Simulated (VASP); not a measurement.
Wanted: the native input for a VASP 6.6.1 run.

| Item | Value |
| --- | --- |
| Task | single point |
| Functional | LDA |
| Potentials or basis | VASP PAW LDA potentials, release 64 (Fe, Co) |
| Cutoff | 520 eV |
| k mesh | 10 × 10 × 14 |
| Occupations | gaussian, width 0.15 eV |
| Spin | collinear spin, ferromagnetic start |
| Starting moments | [2.34, 2.66, 2.66, 1.9] μB |
| Dipole correction | no |
| Further INCAR settings | ALGO = Normal; EDIFF = 1e-06; NBANDS = 28 |

The structure of Fe3Co lies in POSCAR:

```
Fe3Co
1.0
    3.9128358000      0.0000000000      0.0000000000
    0.0000000000      3.9128358000      0.0000000000
    0.0000000000      0.0000000000      2.6182000000
Fe Co
3 1
Direct
    0.5000000000      0.5000000000      0.0000000000
    0.5000000000      0.0000000000      0.5000000000
    0.0000000000      0.5000000000      0.5000000000
    0.0000000000      0.0000000000      0.0000000000
```

One way to write it, as run:

INCAR

```
ALGO = Normal ; EDIFF = 1E-6
ENCUT = 520 ; ISIF = 2
ISMEAR = 0 ; ISPIN = 2
LASPH = T ; LCHARG = F
LMAXMIX = 4 ; LORBIT = 11
LREAL = F ; LWAVE = F
MAGMOM = 2.34 2.66 2.66 1.9 ; NBANDS = 28
NELM = 150 ; PREC = Accurate
SIGMA = 0.15
```

KPOINTS

```
k-points
0
Gamma
  10 10 14
```

Potentials or basis: VASP PAW LDA potentials, release 64 (Fe, Co).

Command:

```bash
$ cat potpaw_LDA.64/Fe/POTCAR potpaw_LDA.64/Co/POTCAR > POTCAR
$ mpirun -np 1 vasp_std > vasp.out
```

It gave:

- Pressure: 11.5 GPa
- Net moment: 7.93 μB per cell
- Site moments: Fe +1.91, +2.18 (each value once); Co +1.53 μB
- Valence electrons inside the program's atomic spheres: Fe 7.58, 7.53 (each value once); Co 8.52

Caveat: the cell stands under pressure.

Wall time 10 min on 1 thread of Intel Xeon 8259CL, on a shared host, peak memory 0.36 GiB.
